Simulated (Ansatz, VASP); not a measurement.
**One calculation of Hf, two programs**

File INCAR:

```
PREC = Accurate
ENCUT = 600
EDIFF = 1E-7
ISMEAR = 0
SIGMA = 0.1
LREAL = F
LASPH = T
NELM = 100
ALGO = Fast
ISIF = 3
LWAVE = F
LCHARG = F
GGA = PE
IBRION = 2
NSW = 80
EDIFFG = -0.01
```

Contents of KPOINTS:

```
Automatic mesh
0
Gamma
  16 16 16
```

POSCAR

```
Hf
1.0
   -1.7727430697      1.7727430697      1.7727430697
    1.7727430697     -1.7727430697      1.7727430697
    1.7727430697      1.7727430697     -1.7727430697
Hf
1
Direct
    0.0000000000      0.0000000000      0.0000000000
```

Input for Ansatz:

```yaml
crystal:
  lattice:
    - [-1.7727430697, 1.7727430697, 1.7727430697]
    - [1.7727430697, -1.7727430697, 1.7727430697]
    - [1.7727430697, 1.7727430697, -1.7727430697]
  atoms:
    - { symbol: Hf, position: [0.0, 0.0, 0.0] }
basis:
  ecutwfc: 420
kpoints:
  mp_grid: { grid: [16, 16, 16] }
hamiltonian:
  xc: pbe
scf:
  occupations: { method: gaussian, width: 0.1 }
output:
  forces: true
  stress: true
  eigenvalues: true
relax:
  adjacent_minimum: "off"
  f_tol: 0.01
  max_steps: 60
  cell: { stress_tol: 0.1 }
```

Alike in both runs: task relaxation of cell and atoms; functional PBE; k mesh 16 × 16 × 16; occupations gaussian, width 0.1 eV; no spin polarisation.

|  | VASP | Ansatz |
| --- | --- | --- |
| version | VASP 6.6.1 | Ansatz 0.2.0 |
| potentials or method | VASP PAW PBE potentials, release 64 (Hf_pv), cutoff 600 eV | scalar-relativistic, plane waves, PAW |
| valence electrons in the cell | 10 | 26 |

|  | VASP | Ansatz | Ansatz less VASP |
| --- | --- | --- | --- |
| gap on the k mesh at the Fermi level, each at its own relaxed structure (eV) | none | none | - |
| relaxed volume (Å³/atom) | 22.19 | 22.28 | +0.093 |
| relaxed cell length with the largest relative difference (Å) | 3.066 | 3.070 | +0.0043 |

A gap of «none» marks a metal or a gap that the smearing closes. VASP's potentials hold 10 valence electrons a cell and Ansatz's 26, so a difference there can come from the potentials and not from the codes.

Neither program's run includes spin-orbit coupling.
